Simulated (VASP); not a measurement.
Runs of VASP 6.6.1 on Mo. The structure is that of space group Cmmm (No. 65), or close to it. The cells are those of the table. 

```tsv
cell	gap on the mesh (eV)	pressure (GPa)
a = 2.975, b = 2.624, c = 2.555 Å, angles 90.0, 90.0, 124.5°, 1 atom	none	5.3
a = 2.941, b = 2.639, c = 2.555 Å, angles 90.0, 90.0, 123.9°, 1 atom	none	(a)
a = 3.009, b = 2.610, c = 2.555 Å, angles 90.0, 90.0, 125.2°, 1 atom	none	6.4
a = 2.462, b = 2.882, c = 2.555 Å, angles 90.0, 90.0, 115.3°, 1 atom	none	8.9
```

Alike in all rows: task single point; level r2SCAN; potentials or basis VASP PAW PBE potentials, release 64 (Mo_sv); no spin polarisation; k mesh 18 × 18 × 18; cutoff (eV) 520; smearing gaussian 0.15 eV.

Estimate the missing entries.

(a) 4.3.

Caveats: the PAW data sets were made with another functional, which shifts forces and pressure a little.

A k mesh can miss the band edges, and the runs leave out spin-orbit coupling on Mo.

A gap of «none» marks levels without a gap at the run's occupations.
